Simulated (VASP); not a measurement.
Crystal: Sb.

```
Sb
1.0
     3.50000    0.00000    0.00000
    -1.75000    3.03109    0.00000
     0.00000    0.00000    5.71550
Sb
2
Direct
  0.33333 0.66667 0.25000
  0.66667 0.33333 0.75000
```

* Program: VASP 6.6.1
* Task: relaxation of cell and atoms
* Functional: PBE
* Potentials or basis: VASP PAW PBE potentials, release 64 (Sb)
* Cutoff: 600 eV
* k mesh: 8 × 8 × 5
* Occupations: fermi-dirac, width 0.1 eV
* Spin: no spin polarisation

At the start: pressure -4.9 GPa; volume 30.32 Å³/atom.

Question: How do energy, volume and symmetry change on relaxing?

Answer: Over 7 steps the energy falls by 52.7 meV/atom and the volume is 27.26 Å³/atom (-10.1 %); space group P6_3/mmc (No. 194, to 0.05 Å).

The path:
| step | energy change (eV) | largest force (eV/Å) | pressure (GPa) | volume (Å³) |
| --- | --- | --- | --- | --- |
| 1 | 0.0000 | 0.0000 | -4.95 | 60.63 |
| 2 | -0.0950 | 0.0000 | 2.01 | 52.79 |
| 3 | -0.1051 | 0.0000 | 0.00 | 54.47 |
| 4 | -0.1051 | 0.0000 | -0.12 | 54.58 |
| 5 | -0.1052 | 0.0000 | -0.12 | 54.58 |
| 6 | -0.1053 | 0.0000 | -0.11 | 54.56 |
| 7 | -0.1053 | 0.0000 | -0.07 | 54.53 |

Final structure:
```
CELL_PARAMETERS angstrom
3.39375 0.00000 0.00000
-1.69687 2.93907 0.00000
0.00000 0.00000 5.46653
ATOMIC_POSITIONS crystal
Sb 0.33333 0.66667 0.25000
Sb 0.66667 0.33333 0.75000
```
